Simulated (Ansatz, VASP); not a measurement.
**One calculation of CaB, two programs**

```
Ca B
1.0
     2.27965    1.31616    4.93552
    -2.27965    1.31616    4.93552
     0.00000   -2.63232    4.93552
Ca B
2 2
Direct
  0.24792 0.24792 0.24792
  0.75208 0.75208 0.75208
  0.94837 0.94837 0.94837
  0.05163 0.05163 0.05163
```

Alike in both runs: functional PBE; k mesh 12 × 12 × 12; occupations gaussian, width 0.01 eV; no spin polarisation.

Ansatz relaxed the structure, and its values are those at the end. VASP's run is a single point on that final structure, the one shown.

```csv
,VASP,Ansatz
version,VASP 6.6.1,Ansatz 0.2.0
potentials or method,"VASP PAW PBE potentials, release 64 (Ca_sv, B), cutoff 520 eV","scalar-relativistic, plane waves, PAW"
valence electrons in the cell,26,26
```

```csv
,VASP,Ansatz,Ansatz less VASP
gap on the k mesh at the Fermi level (eV),0.28,0.28,+0.003
least direct gap on the mesh (eV),0.63,0.64,+0.003
pressure (GPa),0.1,0.0,-0.11
rms of the force components (eV/Å),0.009,0.001,-0.0077
```
